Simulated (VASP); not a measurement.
# NiO (R-3m) in VASP: single point with PBE

Aim: the single point of NiO with PBE.

Program: VASP 6.6.1. These are calculated values, not measurements. Logs are shortened: lines on timing, memory, paths and dates and some standing lists are left out, and cuts for length are marked.

### 1 The cell of the first run

It takes space group R-3m (No. 166, trigonal). The conventional cell has a = 2.876 Å, b = 2.876 Å, c = 6.992 Å, α = 90.00°, β = 90.00°, γ = 120.00°. Ni (site symmetry -3m) has 6 O at 2.03 Å within 2.7 Å. O (site symmetry -3m) has 6 Ni at 2.03 Å within 2.7 Å.

### 2 Single point, PBE, collinear spin, ferromagnetic start

Contents of INCAR:

```
PREC = Accurate
ENCUT = 600
EDIFF = 1E-6
ISMEAR = 0
SIGMA = 0.1
LREAL = False
LASPH = True
NELM = 200
ALGO = Normal
ISIF = 2
LWAVE = False
LCHARG = False
ISPIN = 2
MAGMOM = 1.23 0.22
LORBIT = 11
LMAXMIX = 4
GGA = PE
NBANDS = 19
GGA_COMPAT = False
```

Contents of KPOINTS:

```
Automatic mesh
0
Gamma
  24 24 24
```

Contents of POSCAR:

```
NiO
1.0
    1.4381403700      0.8303107300      2.3308059600
   -1.4381403700      0.8303107300      2.3308059600
    0.0000000000     -1.6606214600      2.3308059600
Ni O
1 1
Direct
    1.0000000000      0.0000000000      0.0000000000
    0.5000000000      0.5000000000      0.5000000000
```

Potentials or basis: VASP PAW PBE potentials, release 64 (Ni, O).

Started as:

```console
> cat potpaw_PBE.64/Ni/POTCAR potpaw_PBE.64/O/POTCAR > POTCAR
> mpirun -np 1 vasp_std > vasp.out
```

OUTCAR:

```text
PREC = Accurate
   ENCUT = 600
   EDIFF = 1E-6
   ISMEAR = 0
   LREAL = False
   LASPH = True
   NELM = 200
   ISIF = 2
   ISPIN = 2
   LORBIT = 11
   GGA = PE

 ion  position               nearest neighbor table
   1  0.000  0.000  0.000-   2 2.03   2 2.03   2 2.03   2 2.03   2 2.03   2 2.03
   2  0.500  0.500  0.500-   1 2.03   1 2.03   1 2.03   1 2.03   1 2.03   1 2.03

  LATTYP: Found a trigonal (rhomboedric) cell.
 ALAT       =     2.8618735219
 COS(alpha) =     0.4949531374

  Lattice vectors:

 A1 = (   1.4381403700,   0.8303107300,   2.3308059600)
 A2 = (  -1.4381403700,   0.8303107300,   2.3308059600)
 A3 = (   0.0000000000,  -1.6606214600,   2.3308059600)

Analysis of symmetry for initial positions (statically):
=====================================================================
 Subroutine PRICEL returns:
 Original cell was already a primitive cell.

 Routine SETGRP: Setting up the symmetry group for a
 trigonal (rhombohedral) supercell.

 Subroutine GETGRP returns: Found 12 space group operations
 (whereof 12 operations were pure point group operations)
 out of a pool of 12 trial point group operations.

The static configuration has the point symmetry D_3d.

Analysis of symmetry for dynamics (positions and initial velocities):
=====================================================================
 Subroutine PRICEL returns:
 Original cell was already a primitive cell.

 Routine SETGRP: Setting up the symmetry group for a
 trigonal (rhombohedral) supercell.

 Subroutine GETGRP returns: Found 12 space group operations
 (whereof 12 operations were pure point group operations)
 out of a pool of 12 trial point group operations.

The dynamic configuration has the point symmetry D_3d.

Analysis of structural, dynamic, and magnetic symmetry:
=====================================================================
 Subroutine PRICEL returns:
 Original cell was already a primitive cell.

 Routine SETGRP: Setting up the symmetry group for a
 trigonal (rhombohedral) supercell.

 Subroutine GETGRP returns: Found 12 space group operations
 (whereof 12 operations were pure point group operations)
 out of a pool of 12 trial point group operations.

The overall configuration has the point symmetry D_3d.

 Subroutine INISYM returns: Found 12 space group operations
 (whereof 12 operations are pure point group operations),
 and found     1 'primitive' translations

----------------------------------------------------------------------------------------

                                     Primitive cell

  volume of cell :      16.6993

  direct lattice vectors                    reciprocal lattice vectors
     1.438140370  0.830310730  2.330805960     0.347671208  0.200728066  0.143012048
    -1.438140370  0.830310730  2.330805960    -0.347671208  0.200728066  0.143012048
     0.000000000 -1.660621460  2.330805960     0.000000000 -0.401456131  0.143012048

  length of vectors
     2.861873522  2.861873522  2.861873522     0.426168360  0.426168360  0.426168360

  position of ions in fractional coordinates (direct lattice)
     0.000000000  0.000000000  0.000000000
     0.500000000  0.500000000  0.500000000

  ion indices of the primitive-cell ions
   primitive index   ion index
                 1           1
                 2           2

----------------------------------------------------------------------------------------

 KPOINTS: Automatic mesh

Automatic generation of k-mesh.
 Grid dimensions read from file:
 generate k-points for:   24   24   24

 Generating k-lattice:

  Cartesian coordinates                     Fractional coordinates (reciprocal lattice)
     0.014486300  0.008363669  0.005958835     0.041666667  0.000000000  0.000000000
    -0.014486300  0.008363669  0.005958835     0.000000000  0.041666667  0.000000000
     0.000000000 -0.016727339  0.005958835     0.000000000  0.000000000  0.041666667

  Length of vectors
     0.017757015  0.017757015  0.017757015

  Shift w.r.t. Gamma in fractional coordinates (k-lattice)
     0.000000000  0.000000000  0.000000000

 Subroutine IBZKPT returns following result:
 ===========================================

 Found   1313 irreducible k-points:

 Following reciprocal coordinates:
            Coordinates               Weight
  0.000000  0.000000  0.000000      1.000000
  0.041667  0.000000  0.000000      6.000000
  0.083333  0.000000  0.000000      6.000000
  0.125000  0.000000  0.000000      6.000000
  0.166667  0.000000  0.000000      6.000000
  0.208333  0.000000  0.000000      6.000000
[... 16 lines left out ...]
  0.416667  0.041667  0.000000     12.000000
  0.458333  0.041667 -0.000000     12.000000
 [... further k-points ...]
   k-points           NKPTS =   1313   k-points in BZ     NKDIM =   1313   number of bands    NBANDS=     19
   number of dos      NEDOS =    301   number of ions     NIONS =      2
   total plane-waves  NPLWV =  13824
   dimension x,y,z NGX =    24 NGY =   24 NGZ =   24
   dimension x,y,z NGXF=    48 NGYF=   48 NGZF=   48
   ions per type =               1   1
   NGX,Y,Z   is equivalent  to a cutoff of  13.94, 13.94, 13.94 a.u.
   NGXF,Y,Z  is equivalent  to a cutoff of  27.88, 27.88, 27.88 a.u.
 SYSTEM =  unknown system
   PREC   = accura    normal or accurate (medium, high low for compatibility)
   ISTART =      0    job   : 0-new  1-cont  2-samecut
   ICHARG =      2    charge: 1-file 2-atom 10-const
   ISPIN  =      2    spin polarized calculation?
   LNONCOLLINEAR =      F non collinear calculations
   LSORBIT =      F    spin-orbit coupling
   LASPH  =      T    aspherical Exc in radial PAW
   ENCUT  =  600.0 eV  44.10 Ry    6.64 a.u.   5.72  5.72  5.72*2*pi/ulx,y,z
   NELM   =    200;   NELMIN=  2; NELMDL= -5     # of ELM steps
   EDIFF  = 0.1E-05   stopping-criterion for ELM
   LREAL  =      F    real-space projection
   EDIFFG = 0.1E-04   stopping-criterion for IOM
   NSW    =      0    number of steps for IOM
   IBRION =     -1    ionic relax: 0-MD 1-quasi-New 2-CG
   NFREE  =      0    steps in history (QN), initial steepest desc. (CG)
   ISIF   =      2    stress and relaxation
   ISYM   =      2    0-nonsym 1-usesym 2-fastsym
   POTIM  = 0.5000    time-step for ionic-motion
   TEBEG  =    0.0;   TEEND  =   0.0 temperature during run
   PSTRESS=    0.0 pullay stress
   NELECT =      16.0000    total number of electrons
   NUPDOWN=      -1.0000    fix difference up-down
   EMIN   =  10.00;   EMAX   =-10.00  energy-range for DOS
   EFERMI =   0.00;   METHOD = LEGACY
   ISMEAR =     0;   SIGMA  =   0.10  broadening in eV -4-tet -1-fermi 0-gaus
   EFERMI_NEDOS =   21; number of points for ismear=-14 and -15
   IALGO  =     38    algorithm
   IMIX   =      4    mixing-type and parameters
     AMIX     =   0.40;   BMIX     =  1.00
     AMIX_MAG =   1.60;   BMIX_MAG =  1.00
  volume/ion in A,a.u.               =       8.35        56.35
  Fermi-wavevector in a.u.,A,eV,Ry     =   1.613919  3.049865 35.439564  2.604734
  Thomas-Fermi vector in A             =   2.708911
   LORBIT       =     11    0 simple, 1 ext, 2 COOP (PROOUT), +10 PAW based schemes
   GGA     = PE    functional components
   LHFCALC =     F    Hartree Fock is set to
   AEXX    =    0.0000 exact exchange contribution
   IVDW    =     0    specifies the selected vdW correction
   LEPSILON=     F    determine dielectric tensor
   LRPA    =     F    only Hartree local field effects (RPA)
 spin polarized calculation
 Gauss-broadening in eV      SIGMA  =   0.10
  energy-cutoff  :      600.00
  volume of cell :       16.70
 maximum number of plane-waves:       569
   NGX = 11   NGY = 11   NGZ = 11

 number of electron      16.0000002 magnetization       1.3982687

 Free energy of the ion-electron system (eV)
  ---------------------------------------------------
  ext. energy  EPLUGINS =         0.00000000
  ---------------------------------------------------
  free energy    TOTEN  =       -11.34658904 eV

  energy without entropy =      -11.33948480  energy(sigma->0) =      -11.34303692

 E-fermi :   9.3139     XC(G=0): -13.1985

 val. band max:        9.3130377101   @ k =   0.5000   0.3333   0.1250
 cond. band min:       9.3143261823   @ k =  -0.4167   0.4583   0.1667
 fundamental gap:      0.0012884722
 Fermi energy:         9.3138799096

 spin component 1

 k-point     1 :       0.0000    0.0000    0.0000
  band No.  band energies     occupation
      1     -12.0539      1.00000
      2       5.7811      1.00000
      3       5.7811      1.00000
      4       5.8367      1.00000
      5       6.2541      1.00000
      6       6.2541      1.00000
[... 11 lines left out ...]
     18      36.3373      0.00000
     19      36.3373      0.00000
[... 485 lines left out ...]
 k-point    24 :       0.4583    0.0417   -0.0000
  band No.  band energies     occupation
      1     -10.4834      1.00000
      2       0.2979      1.00000
      3       2.8077      1.00000
      4       2.9009      1.00000
      5       7.3106      1.00000
      6       7.3766      1.00000
[... 11 lines left out ...]
     18      39.4146      0.00000
     19      40.0624      0.00000

 [... further k-points ...]

 spin component 2

 k-point     1 :       0.0000    0.0000    0.0000
  band No.  band energies     occupation
      1     -11.7296      1.00000
      2       6.1615      1.00000
      3       6.1615      1.00000
      4       6.2207      1.00000
      5       7.1604      1.00000
      6       7.1604      1.00000
[... 11 lines left out ...]
     18      36.8464      0.00000
     19      36.8464      0.00000
[... 485 lines left out ...]
 k-point    24 :       0.4583    0.0417   -0.0000
  band No.  band energies     occupation
      1     -10.1229      1.00000
      2       0.5878      1.00000
      3       3.6374      1.00000
      4       3.7321      1.00000
      5       8.1204      1.00000
      6       8.2076      1.00000
[... 11 lines left out ...]
     18      39.6792      0.00000
     19      40.3587      0.00000

 [... further k-points ...]

------------------------ aborting loop because EDIFF is reached ----------------------------------------

  FORCE on cell =-STRESS in cart. coord.  units (eV):
  Direction    XX          YY          ZZ          XY          YZ          ZX
  --------------------------------------------------------------------------------------
  -------------------------------------------------------------------------------------
  Total        2.4437346      2.4437346      2.5209170      0.0000000     -0.0000000      0.0000000
  in kB      234.4581418    234.4581420    241.8632217      0.0000000     -0.0000000      0.0000000
  external PRESSURE =     236.9265018 kB  Pullay stress =       0.0000000 kB

 VOLUME and BASIS-vectors are now :
 -----------------------------------------------------------------------------
  energy-cutoff  :      600.00
  volume of cell :       16.70
      direct lattice vectors                 reciprocal lattice vectors
     1.438140370  0.830310730  2.330805960     0.347671208  0.200728066  0.143012048
    -1.438140370  0.830310730  2.330805960    -0.347671208  0.200728066  0.143012048
     0.000000000 -1.660621460  2.330805960     0.000000000 -0.401456131  0.143012048

 POSITION                                       TOTAL-FORCE (eV/Angst)
 -----------------------------------------------------------------------------------
      0.00000      0.00000      0.00000         0.000000     -0.000000     -0.000000
      0.00000      0.00000      3.49621         0.000000      0.000000      0.000000
 -----------------------------------------------------------------------------------
    total drift:                               -0.000000      0.000000     -0.000000

  FREE ENERGIE OF THE ION-ELECTRON SYSTEM (eV)
  ---------------------------------------------------
  free  energy   TOTEN  =       -11.3465890372 eV

  energy  without entropy=      -11.3394848003  energy(sigma->0) =      -11.34303692

 total charge

# of ion       s       p       d       tot
------------------------------------------
    1        0.361   0.474   8.344   9.179
    2        1.557   3.457   0.000   5.014
--------------------------------------------------
tot          1.918   3.931   8.344  14.193

 magnetization (x)

# of ion       s       p       d       tot
------------------------------------------
    1        0.012   0.015   1.142   1.169
    2        0.028   0.169   0.000   0.197
--------------------------------------------------
tot          0.039   0.184   1.142   1.365
```

It took 6.4 min on 1 thread of Intel Xeon 6975P-C (Granite Rapids), shared host; peak memory 0.79 GiB.

Results:

- Free energy: -11.3466 eV
- Pressure: 23.7 GPa
- Net moment: 1.40 μB per cell
- Site moments: Ni +1.17; O +0.20 μB
- Valence electrons inside the program's atomic spheres: Ni 9.18; O 5.01

Levels at points of the mesh, in eV from the Fermi level:
Spin up:
| k point | band 5 | band 6 | band 7 | band 8 | band 9 | band 10 | band 11 | band 12 | band 13 | band 14 |
| --- | --- | --- | --- | --- | --- | --- | --- | --- | --- | --- |
| (0.00, 0.00, 0.00) | -3.06 | -3.06 | -2.81 | -2.81 | -2.77 | 1.96 | 18.01 | 19.46 | 19.46 | 19.69 |
| (0.50, 0.00, 0.00) | -1.95 | -1.92 | -1.38 | 0.54 | 0.56 | 5.70 | 10.70 | 14.49 | 14.61 | 22.45 |
| (0.50, 0.50, 0.00) | -3.87 | -2.65 | -1.92 | -1.59 | -1.59 | 6.66 | 11.03 | 12.55 | 17.49 | 17.61 |
| (0.50, 0.50, 0.50) | -1.92 | -1.92 | -1.36 | 0.56 | 0.56 | 5.62 | 10.82 | 14.39 | 14.39 | 22.32 |
Spin down:
| k point | band 5 | band 6 | band 7 | band 8 | band 9 | band 10 |
| --- | --- | --- | --- | --- | --- | --- |
| (0.00, 0.00, 0.00) | -2.15 | -2.15 | -2.12 | -1.02 | -1.02 | 2.24 |
| (0.50, 0.00, 0.00) | -1.13 | -1.10 | -0.69 | 2.14 | 2.16 | 5.84 |
| (0.50, 0.50, 0.00) | -3.31 | -0.85 | -0.85 | -0.53 | 0.19 | 7.04 |
| (0.50, 0.50, 0.50) | -1.10 | -1.10 | -0.67 | 2.16 | 2.16 | 5.76 |

Caveat: the cell stands under pressure; a cell with one magnetic atom can't hold antiferromagnetic order, which such compounds often take; semilocal functionals often make such compounds metallic where correlation or magnetic order opens a gap, which also shifts bond lengths. With open d or f shells a metallic result of PBE can be an artefact of self-interaction; +U or a hybrid may open a gap.
